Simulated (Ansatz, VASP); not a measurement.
# Yb in VASP and in Ansatz

The input INCAR:

```
PREC = Accurate ; ENCUT = 520
EDIFF = 1E-6 ; ISMEAR = -1
SIGMA = 0.1 ; LREAL = False
LASPH = True ; NELM = 80
ALGO = Normal ; ISIF = 2
LWAVE = False ; LCHARG = False
GGA = PE ; NBANDS = 18
```

The input KPOINTS:

```
Automatic mesh
0
Gamma
  10 10 10
```

POSCAR

```
Yb
1.0
    0.0000000000      2.6151647068      2.6151647068
    2.6151647068      0.0000000000      2.6151647068
    2.6151647068      2.6151647068      0.0000000000
Yb
1
Direct
    0.0000000000      0.0000000000      0.0000000000
```

Input for Ansatz:

```yaml
crystal:
  lattice:
    - [0.0, 2.6151647068, 2.6151647068]
    - [2.6151647068, 0.0, 2.6151647068]
    - [2.6151647068, 2.6151647068, 0.0]
  atoms:
    - { symbol: Yb, position: [0.0, 0.0, 0.0] }
hamiltonian:
  xc: pbe
  pseudopotentials:
    kind: paw
    azcp:
      Yb: "pseudopotentials/Yb.paw.azcp"
basis:
  ecutwfc: 420
  fft_grid_basis: typed
kpoints:
  mp_grid: { grid: [10, 10, 10], shift: [0, 0, 0] }
magnetization:
  spin_polarized: false
scf:
  occupations: { method: fermi_dirac, width: 0.1 }
  lower_state_search: "off"
output:
  stress: true
```

Alike in both runs: task single point; functional PBE; k mesh 10 × 10 × 10; occupations fermi-dirac, width 0.1 eV; no spin polarisation.

```csv
,VASP,Ansatz
version,VASP 6.6.1,Ansatz 0.2.0
potentials or method,"VASP PAW PBE potentials, release 64 (Yb), cutoff 520 eV","plane waves (420 eV) with PAW, scalar-relativistic"
valence electrons in the cell,24,24
```

VASP gave:

| Item | Value |
| --- | --- |
| pressure (GPa) | -2.7 |

Task: Which values does Ansatz return?

Result: Pressure (GPa): 0.0.

Spin-orbit coupling is off throughout.
